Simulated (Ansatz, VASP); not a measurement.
**Ga2BAs3: VASP beside Ansatz**

```
CELL_PARAMETERS angstrom
-1.88599 1.88599 8.22983
1.88599 -1.88599 8.22983
1.88599 1.88599 -8.22983
ATOMIC_POSITIONS crystal
B 0.00000 0.00000 0.00000
As 0.43119 0.93119 0.50000
As 0.75000 0.25000 0.50000
As 0.06881 0.56881 0.50000
Ga 0.33998 0.33998 0.00000
Ga 0.66002 0.66002 0.00000
```

Alike in both runs: task single point; functional PBE; k mesh 10 × 10 × 10; occupations fermi-dirac, width 0.02 eV; no spin polarisation.

```csv
,VASP,Ansatz
version,VASP 6.6.1,Ansatz 0.2.0
potentials or method,"VASP PAW PBE potentials, release 64 (B, As, Ga_d)","plane waves, PAW"
plane-wave cutoff (eV),500,420
valence electrons in the cell,44,74
```

VASP gave:

```
pressure (GPa)                     : 2.8
rms of the force components (eV/Å) : 0.072
```

Which values does Ansatz return?

Pressure (GPa): 2.6; rms of the force components (eV/Å): 0.074.

The functional is the same, so the differences come from potentials, cutoffs and numerics. VASP's potentials hold 44 valence electrons a cell and Ansatz's 74, so a difference there can come from the potentials and not from the codes.
